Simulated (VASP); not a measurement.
A run of VASP 6.6.1 is set up as follows.

File INCAR:

```
ALGO     = Normal         # electronic algorithm
EDIFF    = 1E-6           # SCF threshold, eV
ENCUT    = 520            # plane-wave cutoff, eV
GGA      = CA             # functional
ISIF     = 2              # what is computed and relaxed
ISMEAR   = 0              # smearing method
LASPH    = T              # aspherical terms in the spheres
LCHARG   = F              # write CHGCAR
LREAL    = F              # projectors in reciprocal space
LWAVE    = F              # write WAVECAR
NBANDS   = 25             # bands
NELM     = 80             # most SCF steps
PREC     = Accurate       # precision mode
SIGMA    = 0.1            # smearing width, eV
```

The input KPOINTS:

```
k-points
0
Gamma
  4 4 6
```

POSCAR

```
SiO2
1.0
    4.1865000000      0.0000000000      0.0000000000
    0.0000000000      4.1865000000      0.0000000000
    0.0000000000      0.0000000000      2.6684000000
Si O
2 4
Direct
    0.0000000000      0.0000000000      0.0000000000
    0.5000000000      0.5000000000      0.5000000000
    0.3059000000      0.3059000000      0.0000000000
    0.1941000000      0.8059000000      0.5000000000
    0.6941000000      0.6941000000      0.0000000000
    0.8059000000      0.1941000000      0.5000000000
```

Potentials or basis: VASP PAW LDA potentials, release 64 (Si, O).

Run with:

```sh
$ cat potpaw_LDA.64/Si/POTCAR potpaw_LDA.64/O/POTCAR > POTCAR
$ mpirun -np 1 vasp_std > vasp.out
```

(1) What does it give for the pressure?

(2) Estimate the largest force.

(3) Predict the band gap on the k mesh.

## Answers

(1) -4.4 GPa.

(2) 0.048 eV/Å.

(3) 5.53 eV, direct.
